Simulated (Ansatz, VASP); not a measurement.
**One calculation of AlNi, two programs**

The input POSCAR:

```
AlNi
1.0
    4.0477133414      0.0000000000      0.0000000000
   -2.0238566707      3.5054225809      0.0000000000
    0.0000000000      0.0000000000     25.7410683374
Ni Al
7 7
Direct
    0.3333333333      0.6666666667      0.2913631984
    0.0000000000      0.0000000000      0.3555591373
    0.6666666667      0.3333333333      0.4197550763
    0.3333333333      0.6666666667      0.4839510153
    0.0000000000      0.0000000000      0.5481469542
    0.6666666667      0.3333333333      0.6123428932
    0.3333333333      0.6666666667      0.6765388322
    0.6666666667      0.3333333333      0.3234611678
    0.3333333333      0.6666666667      0.3876571068
    0.0000000000      0.0000000000      0.4518530458
    0.6666666667      0.3333333333      0.5160489847
    0.3333333333      0.6666666667      0.5802449237
    0.0000000000      0.0000000000      0.6444408627
    0.6666666667      0.3333333333      0.7086368016
```

File INCAR.step1:

```
ALGO = Normal
DIPOL = 0.5 0.5 0.500
EDIFF = 1E-4
ENCUT = 520
GGA = PE
IDIPOL = 3
ISMEAR = 0
LASPH = T
LCHARG = F
LDIPOL = T
LREAL = F
LWAVE = T
NBANDS = 58
NELM = 100
PREC = Accurate
SIGMA = 0.1
```

The input INCAR.step2:

```
ALGO = Normal
DIPOL = 0.5 0.5 0.500
EDIFF = 1E-6
ENCUT = 520
IDIPOL = 3
ISIF = 2
ISMEAR = 0
ISTART = 1
LASPH = T
LCHARG = F
LDIPOL = T
LMIXTAU = T
LREAL = F
LWAVE = F
METAGGA = R2SCAN
NBANDS = 58
NELM = 100
PREC = Accurate
SIGMA = 0.1
```

Contents of KPOINTS:

```
k-points
0
Gamma
  9 9 1
```

Input for Ansatz:

```yaml
crystal:
  lattice:
    - [4.0477133414, 0.0, 0.0]
    - [-2.0238566707, 3.5054225809, 0.0]
    - [0.0, 0.0, 25.7410683374]
  atoms:
    - { symbol: Ni, position: [0.3333333333, 0.6666666667, 0.2913631984] }
    - { symbol: Al, position: [0.6666666667, 0.3333333333, 0.3234611678] }
    - { symbol: Ni, position: [0.0, 0.0, 0.3555591373] }
    - { symbol: Al, position: [0.3333333333, 0.6666666667, 0.3876571068] }
    - { symbol: Ni, position: [0.6666666667, 0.3333333333, 0.4197550763] }
    - { symbol: Al, position: [0.0, 0.0, 0.4518530458] }
    - { symbol: Ni, position: [0.3333333333, 0.6666666667, 0.4839510153] }
    - { symbol: Al, position: [0.6666666667, 0.3333333333, 0.5160489847] }
    - { symbol: Ni, position: [0.0, 0.0, 0.5481469542] }
    - { symbol: Al, position: [0.3333333333, 0.6666666667, 0.5802449237] }
    - { symbol: Ni, position: [0.6666666667, 0.3333333333, 0.6123428932] }
    - { symbol: Al, position: [0.0, 0.0, 0.6444408627] }
    - { symbol: Ni, position: [0.3333333333, 0.6666666667, 0.6765388322] }
    - { symbol: Al, position: [0.6666666667, 0.3333333333, 0.7086368016] }
basis:
  ecutwfc: 500
kpoints:
  mp_grid: { grid: [9, 9, 1] }
hamiltonian:
  xc: r2scan
scf:
  occupations: { method: gaussian, width: 0.1 }
output:
  forces: true
  stress: true
  eigenvalues: true
  write_density: true
  write_potential: true
  elf: true
  volumetric_format: npy
efield:
  axis: 3
  dipole_correction: true
  ramp_width: 0.04
```

Alike in both runs: task single point; functional r2SCAN; k mesh 9 × 9 × 1; occupations gaussian, width 0.1 eV; no spin polarisation.

|  | VASP | Ansatz |
| --- | --- | --- |
| version | VASP 6.6.1 | Ansatz 0.2.0 |
| potentials or method | VASP PAW PBE potentials, release 64 (Ni, Al), cutoff 520 eV | scalar-relativistic, plane waves, PAW |
| valence electrons in the cell | 91 | 147 |

|  | VASP | Ansatz | Ansatz less VASP |
| --- | --- | --- | --- |
| gap on the k mesh at the Fermi level (eV) | none | none | - |
| rms of the force components (eV/Å) | 0.289 | 0.294 | +0.0058 |

VASP's potentials were made for PBE, not for r2SCAN. A gap of «none» marks a metal or a gap that the smearing closes. VASP's potentials hold 91 valence electrons a cell and Ansatz's 147, so a difference there can come from the potentials and not from the codes. Ansatz's warnings: xc potential rough in thin density.
